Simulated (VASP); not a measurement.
# Al2O3 (R-3c) in VASP: single point with PBE

Aim: the single point of Al2O3 with PBE.

All numbers are computed with VASP 6.6.1; they aren't measurements. Logs are shortened: lines on timing, memory, paths and dates and some standing lists are left out, and cuts for length are marked.

**The experiment to reproduce.**

From “Multi-petahertz electron interference in Cr:Al2O3 solid-state material”, 2018, pmc:5906618, for a bulk crystal of Al2O3: band gap 8.7 eV (optical).

How close the calculation comes is told below.

## Step 1: The cell of the first run

The structure is trigonal, space group R-3c (No. 167). Conventional cell: a = 4.809 Å, b = 4.809 Å, c = 13.123 Å, α = 90.00°, β = 90.00°, γ = 120.00°. Within 2.5 Å of Al (site symmetry 3) lie 6 O at 1.87 to 1.99 Å. O (site symmetry 2) has 4 Al at 1.87 to 1.99 Å and 12 O at 2.55 to 2.90 Å within 2.9 Å.

## Step 2: Single point, PBE

INCAR

```
SYSTEM = Al2O3
ALGO = Normal ; EDIFF = 1E-6
ENCUT = 520 ; GGA = PE
ISIF = 2 ; ISMEAR = 0
LASPH = .TRUE. ; LCHARG = .FALSE.
LREAL = .FALSE. ; LWAVE = .FALSE.
NBANDS = 35 ; NELM = 60
PREC = Accurate ; SIGMA = 0.05
```

KPOINTS

```
k-points
0
G
  6 6 6
  0 0 0
```

POSCAR

```
Al2O3
1.0
    2.4043544254      1.3881546747      4.3744828318
   -2.4043544254      1.3881546747      4.3744828318
    0.0000000000     -2.7763093495      4.3744828317
Al O
4 6
Direct
    0.8521479318      0.8521479318      0.8521479318
    0.6478520682      0.6478520682      0.6478520682
    0.1478520682      0.1478520682      0.1478520682
    0.3521479318      0.3521479318      0.3521479318
    0.0561765927      0.4438234073      0.7500000000
    0.7500000000      0.0561765927      0.4438234073
    0.4438234073      0.7500000000      0.0561765927
    0.9438234073      0.5561765927      0.2500000000
    0.2500000000      0.9438234073      0.5561765927
    0.5561765927      0.2500000000      0.9438234073
```

Potentials or basis: VASP PAW PBE potentials, release 64 (Al, O).

On the command line:

```console
> cat potpaw_PBE.64/Al/POTCAR potpaw_PBE.64/O/POTCAR > POTCAR
> mpirun -np 1 vasp_std > vasp.out
```

OUTCAR:

```text
SYSTEM = Al2O3
   EDIFF = 1E-6
   ENCUT = 520
   GGA = PE
   ISIF = 2
   ISMEAR = 0
   LASPH = .TRUE.
   LREAL = .FALSE.
   NELM = 60
   PREC = Accurate

 ion  position               nearest neighbor table
   1  0.852  0.852  0.852-   8 1.87  10 1.87   9 1.87   6 1.99   5 1.99   7 1.99   2 2.68   3 2.82
                             3 2.82   3 2.82   2 3.25   2 3.25   2 3.25
   2  0.648  0.648  0.648-   8 1.87   9 1.87  10 1.87   7 1.99   5 1.99   6 1.99   1 2.68   4 2.82
                             4 2.82   4 2.82   1 3.25   1 3.25   1 3.25
   3  0.148  0.148  0.148-   5 1.87   7 1.87   6 1.87   9 1.99   8 1.99  10 1.99   4 2.68   1 2.82
                             1 2.82   1 2.82   4 3.25   4 3.25   4 3.25
   4  0.352  0.352  0.352-   5 1.87   6 1.87   7 1.87  10 1.99   8 1.99   9 1.99   3 2.68   2 2.82
                             2 2.82   2 2.82   3 3.25   3 3.25   3 3.25
   5  0.056  0.444  0.750-   3 1.87   4 1.87   1 1.99   2 1.99
   6  0.750  0.056  0.444-   4 1.87   3 1.87   1 1.99   2 1.99
   7  0.444  0.750  0.056-   3 1.87   4 1.87   2 1.99   1 1.99
   8  0.944  0.556  0.250-   1 1.87   2 1.87   3 1.99   4 1.99
   9  0.250  0.944  0.556-   2 1.87   1 1.87   3 1.99   4 1.99
  10  0.556  0.250  0.944-   1 1.87   2 1.87   4 1.99   3 1.99

  LATTYP: Found a trigonal (rhomboedric) cell.
 ALAT       =     5.1811189573
 COS(alpha) =     0.5692950700

  Lattice vectors:

 A1 = (   2.4043544254,   1.3881546747,   4.3744828318)
 A2 = (  -2.4043544254,   1.3881546747,   4.3744828318)
 A3 = (   0.0000000000,  -2.7763093495,   4.3744828317)

Analysis of symmetry for initial positions (statically):
=====================================================================
 Subroutine PRICEL returns:
 Original cell was already a primitive cell.

 Routine SETGRP: Setting up the symmetry group for a
 trigonal (rhombohedral) supercell.

 Subroutine GETGRP returns: Found 12 space group operations
 (whereof  6 operations were pure point group operations)
 out of a pool of 12 trial point group operations.

The static configuration has the point symmetry S_6 .
 The point group associated with its full space group is D_3d.

Analysis of symmetry for dynamics (positions and initial velocities):
=====================================================================
 Subroutine PRICEL returns:
 Original cell was already a primitive cell.

 Routine SETGRP: Setting up the symmetry group for a
 trigonal (rhombohedral) supercell.

 Subroutine GETGRP returns: Found 12 space group operations
 (whereof  6 operations were pure point group operations)
 out of a pool of 12 trial point group operations.

The dynamic configuration has the point symmetry S_6 .
 The point group associated with its full space group is D_3d.

 Subroutine INISYM returns: Found 12 space group operations
 (whereof  6 operations are pure point group operations),
 and found     1 'primitive' translations

----------------------------------------------------------------------------------------

                                     Primitive cell

  volume of cell :      87.6021

  direct lattice vectors                    reciprocal lattice vectors
     2.404354425  1.388154675  4.374482832     0.207956030  0.120063470  0.076199484
    -2.404354425  1.388154675  4.374482832    -0.207956030  0.120063470  0.076199484
     0.000000000 -2.776309349  4.374482832     0.000000000 -0.240126939  0.076199484

  length of vectors
     5.181118957  5.181118957  5.181118957     0.251927188  0.251927188  0.251927188

  position of ions in fractional coordinates (direct lattice)
     0.852147932  0.852147932  0.852147932
     0.647852068  0.647852068  0.647852068
     0.147852068  0.147852068  0.147852068
     0.352147932  0.352147932  0.352147932
     0.056176593  0.443823407  0.750000000
     0.750000000  0.056176593  0.443823407
     0.443823407  0.750000000  0.056176593
     0.943823407  0.556176593  0.250000000
     0.250000000  0.943823407  0.556176593
     0.556176593  0.250000000  0.943823407

  ion indices of the primitive-cell ions
   primitive index   ion index
                 1           1
                 2           2
                 3           3
                 4           4
                 5           5
                 6           6
                 7           7
                 8           8
                 9           9
                10          10

----------------------------------------------------------------------------------------

 KPOINTS: k-points

Automatic generation of k-mesh.
 Grid dimensions read from file:
 generate k-points for:    6    6    6

 Generating k-lattice:

  Cartesian coordinates                     Fractional coordinates (reciprocal lattice)
     0.034659338  0.020010578  0.012699914     0.166666667  0.000000000 -0.000000000
    -0.034659338  0.020010578  0.012699914     0.000000000  0.166666667 -0.000000000
     0.000000000 -0.040021157  0.012699914    -0.000000000 -0.000000000  0.166666667

  Length of vectors
     0.041987865  0.041987865  0.041987865

  Shift w.r.t. Gamma in fractional coordinates (k-lattice)
     0.000000000  0.000000000  0.000000000

 Subroutine IBZKPT returns following result:
 ===========================================

 Found     32 irreducible k-points:

 Following reciprocal coordinates:
            Coordinates               Weight
  0.000000  0.000000  0.000000      1.000000
  0.166667  0.000000  0.000000      6.000000
  0.333333  0.000000  0.000000      6.000000
  0.500000 -0.000000  0.000000      3.000000
  0.166667  0.166667  0.000000      6.000000
  0.333333  0.166667  0.000000     12.000000
[... 16 lines left out ...]
  0.500000  0.500000  0.166667      6.000000
 -0.333333  0.500000  0.166667     12.000000
 [... further k-points ...]
   k-points           NKPTS =     32   k-points in BZ     NKDIM =     32   number of bands    NBANDS=     35
   number of dos      NEDOS =    301   number of ions     NIONS =     10
   total plane-waves  NPLWV =  64000
   dimension x,y,z NGX =    40 NGY =   40 NGZ =   40
   dimension x,y,z NGXF=    80 NGYF=   80 NGZF=   80
   ions per type =               4   6
   NGX,Y,Z   is equivalent  to a cutoff of  12.83, 12.83, 12.83 a.u.
   NGXF,Y,Z  is equivalent  to a cutoff of  25.67, 25.67, 25.67 a.u.
 SYSTEM =  Al2O3
   PREC   = accura    normal or accurate (medium, high low for compatibility)
   ISTART =      0    job   : 0-new  1-cont  2-samecut
   ICHARG =      2    charge: 1-file 2-atom 10-const
   ISPIN  =      1    spin polarized calculation?
   LNONCOLLINEAR =      F non collinear calculations
   LSORBIT =      F    spin-orbit coupling
   LASPH  =      T    aspherical Exc in radial PAW
   ENCUT  =  520.0 eV  38.22 Ry    6.18 a.u.   9.63  9.63  9.63*2*pi/ulx,y,z
   NELM   =     60;   NELMIN=  2; NELMDL= -5     # of ELM steps
   EDIFF  = 0.1E-05   stopping-criterion for ELM
   LREAL  =      F    real-space projection
   EDIFFG = 0.1E-04   stopping-criterion for IOM
   NSW    =      0    number of steps for IOM
   IBRION =     -1    ionic relax: 0-MD 1-quasi-New 2-CG
   NFREE  =      0    steps in history (QN), initial steepest desc. (CG)
   ISIF   =      2    stress and relaxation
   ISYM   =      2    0-nonsym 1-usesym 2-fastsym
   POTIM  = 0.5000    time-step for ionic-motion
   TEBEG  =    0.0;   TEEND  =   0.0 temperature during run
   PSTRESS=    0.0 pullay stress
   NELECT =      48.0000    total number of electrons
   NUPDOWN=      -1.0000    fix difference up-down
   EMIN   =  10.00;   EMAX   =-10.00  energy-range for DOS
   EFERMI =   0.00;   METHOD = LEGACY
   ISMEAR =     0;   SIGMA  =   0.05  broadening in eV -4-tet -1-fermi 0-gaus
   EFERMI_NEDOS =   21; number of points for ismear=-14 and -15
   IALGO  =     38    algorithm
   IMIX   =      4    mixing-type and parameters
     AMIX     =   0.40;   BMIX     =  1.00
     AMIX_MAG =   1.60;   BMIX_MAG =  1.00
  volume/ion in A,a.u.               =       8.76        59.12
  Fermi-wavevector in a.u.,A,eV,Ry     =   1.339627  2.531527 24.417012  1.794600
  Thomas-Fermi vector in A             =   2.468004
   LORBIT       =      0    0 simple, 1 ext, 2 COOP (PROOUT), +10 PAW based schemes
   GGA     = PE    functional components
   LHFCALC =     F    Hartree Fock is set to
   AEXX    =    0.0000 exact exchange contribution
   IVDW    =     0    specifies the selected vdW correction
   LEPSILON=     F    determine dielectric tensor
   LRPA    =     F    only Hartree local field effects (RPA)
 non-spin polarized calculation
 Gauss-broadening in eV      SIGMA  =   0.05
  energy-cutoff  :      520.00
  volume of cell :       87.60
 maximum number of plane-waves:      2371
 NGX is ok and might be reduce to    40
   NGX = 19   NGY = 19   NGZ = 19

 number of electron      48.0000008 magnetization

 Free energy of the ion-electron system (eV)
  ---------------------------------------------------
  ext. energy  EPLUGINS =         0.00000000
  ---------------------------------------------------
  free energy    TOTEN  =       -74.81221860 eV

  energy without entropy =      -74.81221860  energy(sigma->0) =      -74.81221860

 E-fermi :   6.0511     XC(G=0): -11.5382

 val. band max:        5.8000881843   @ k =   0.0000   0.0000   0.0000
 cond. band min:      11.6470476143   @ k =   0.0000   0.0000   0.0000
 fundamental gap:      5.8469594300
 Fermi energy:         6.0510862598

 k-point     1 :       0.0000    0.0000    0.0000
  band No.  band energies     occupation
      1     -13.2134      2.00000
      2     -10.9928      2.00000
      3     -10.7300      2.00000
      4     -10.7300      2.00000
      5     -10.4234      2.00000
      6     -10.4234      2.00000
[... 27 lines left out ...]
     34      18.9413      0.00000
     35      20.1474      0.00000

 k-point     2 :       0.1667    0.0000    0.0000
  band No.  band energies     occupation
      1     -13.0758      2.00000
      2     -11.0625      2.00000
      3     -10.8054      2.00000
      4     -10.7556      2.00000
      5     -10.4887      2.00000
      6     -10.4337      2.00000
[... 27 lines left out ...]
     34      18.5140      0.00000
     35      19.9841      0.00000

 k-point     3 :       0.3333    0.0000    0.0000
  band No.  band energies     occupation
      1     -12.6852      2.00000
      2     -11.4972      2.00000
      3     -10.7807      2.00000
      4     -10.7530      2.00000
      5     -10.6260      2.00000
      6     -10.4954      2.00000
[... 27 lines left out ...]
     34      19.0673      0.00000
     35      19.2382      0.00000

 k-point     4 :       0.5000   -0.0000    0.0000
  band No.  band energies     occupation
      1     -12.1135      2.00000
      2     -12.1135      2.00000
      3     -10.7405      2.00000
      4     -10.7405      2.00000
      5     -10.6182      2.00000
      6     -10.6182      2.00000
[... 27 lines left out ...]
     34      18.4307      0.00000
     35      18.8197      0.00000

 k-point     5 :       0.1667    0.1667    0.0000
  band No.  band energies     occupation
      1     -13.0383      2.00000
      2     -11.0699      2.00000
      3     -10.8383      2.00000
      4     -10.7523      2.00000
      5     -10.5496      2.00000
      6     -10.4096      2.00000
[... 638 lines left out ...]
 k-point    22 :      -0.1667    0.3333    0.1667
  band No.  band energies     occupation
      1     -12.3753      2.00000
      2     -11.4825      2.00000
      3     -11.0907      2.00000
      4     -10.9490      2.00000
      5     -10.6300      2.00000
      6     -10.4744      2.00000
[... 27 lines left out ...]
     34      18.9701      0.00000
     35      19.0234      0.00000

 k-point    23 :       0.5000    0.5000    0.1667
  band No.  band energies     occupation
      1     -12.2324      2.00000
      2     -11.5641      2.00000
      3     -11.2260      2.00000
      4     -11.0067      2.00000
      5     -10.6499      2.00000
      6     -10.3809      2.00000
[... 27 lines left out ...]
     34      18.9963      0.00000
     35      19.2435      0.00000

 k-point    24 :      -0.3333    0.5000    0.1667
  band No.  band energies     occupation
      1     -11.9656      2.00000
      2     -11.6091      2.00000
      3     -11.3683      2.00000
      4     -11.1597      2.00000
      5     -10.6027      2.00000
      6     -10.4053      2.00000
[... 27 lines left out ...]
     34      19.0029      0.00000
     35      19.1076      0.00000

 [... further k-points ...]

------------------------ aborting loop because EDIFF is reached ----------------------------------------

  FORCE on cell =-STRESS in cart. coord.  units (eV):
  Direction    XX          YY          ZZ          XY          YZ          ZX
  --------------------------------------------------------------------------------------
  -------------------------------------------------------------------------------------
  Total       -0.0699230     -0.0699230     -0.0876729      0.0000000     -0.0000000      0.0000000
  in kB       -1.2788405     -1.2788405     -1.6034725      0.0000000     -0.0000000      0.0000000
  external PRESSURE =      -1.3870512 kB  Pullay stress =       0.0000000 kB

 VOLUME and BASIS-vectors are now :
 -----------------------------------------------------------------------------
  energy-cutoff  :      520.00
  volume of cell :       87.60
      direct lattice vectors                 reciprocal lattice vectors
     2.404354425  1.388154675  4.374482832     0.207956030  0.120063470  0.076199484
    -2.404354425  1.388154675  4.374482832    -0.207956030  0.120063470  0.076199484
     0.000000000 -2.776309349  4.374482832     0.000000000 -0.240126939  0.076199484

 POSITION                                       TOTAL-FORCE (eV/Angst)
 -----------------------------------------------------------------------------------
      0.00000     -0.00000     11.18312        -0.000000     -0.000000      0.003694
      0.00000     -0.00000      8.50205        -0.000000      0.000000     -0.003694
      0.00000     -0.00000      1.94033        -0.000000      0.000000     -0.003694
      0.00000     -0.00000      4.62140        -0.000000     -0.000000      0.003694
     -0.93204     -1.38815      5.46810        -0.000709     -0.000000      0.000000
      1.66820     -0.11309      5.46810         0.000354     -0.000614     -0.000000
     -0.73616      1.50125      5.46810         0.000354      0.000614      0.000000
      0.93204      1.38815      7.65534         0.000709     -0.000000      0.000000
     -1.66820      0.11309      7.65534        -0.000354      0.000614      0.000000
      0.73616     -1.50125      7.65534        -0.000354     -0.000614     -0.000000
 -----------------------------------------------------------------------------------
    total drift:                               -0.000000     -0.000000      0.000000

  FREE ENERGIE OF THE ION-ELECTRON SYSTEM (eV)
  ---------------------------------------------------
  free  energy   TOTEN  =       -74.8122185984 eV

  energy  without entropy=      -74.8122185984  energy(sigma->0) =      -74.81221860
```

It took 3.6 min on 1 thread of Intel Xeon 8259CL, shared host; peak memory 0.26 GiB.

What came out:

* Free energy: -74.8122 eV
* Pressure: -0.1 GPa
* Largest force: 0.004 eV/Å
* Band gap on the k mesh: 5.85 eV

Forces in eV/Å, atoms in the order of the input:
```
Al   0.000  0.000  0.004
Al   0.000  0.000 -0.004
Al   0.000  0.000 -0.004
Al   0.000  0.000  0.004
O   -0.001  0.000  0.000
O    0.000 -0.001  0.000
O    0.000  0.001  0.000
O    0.001  0.000  0.000
O    0.000  0.001  0.000
O    0.000 -0.001  0.000
```

Levels at points of the mesh, in eV from the valence-band top:
```
           k point  band 22  band 23  band 24  band 25  band 26  band 27
(0.00, 0.00, 0.00)    -0.03    -0.03     0.00     5.85     8.90    10.36
(0.50, 0.00, 0.00)    -0.86    -0.25    -0.25     9.13     9.13     9.35
(0.50, 0.50, 0.00)    -0.87    -0.70    -0.23     9.35     9.49     9.61
(0.50, 0.50, 0.50)    -0.35    -0.35    -0.35     8.35     8.35    10.84
```

## Step 3: Comparison with measurements

Step 2. A measured gap of Al2O3 is 8.7 eV (optical; quoted in “Multi-petahertz electron interference in Cr:Al2O3 solid-state material”, 2018, pmc:5906618); the calculated 5.85 eV misses it by -2.85 eV. The value is that of PBE, without temperature or zero-point motion. Semilocal functionals fall short of measured gaps as a rule.
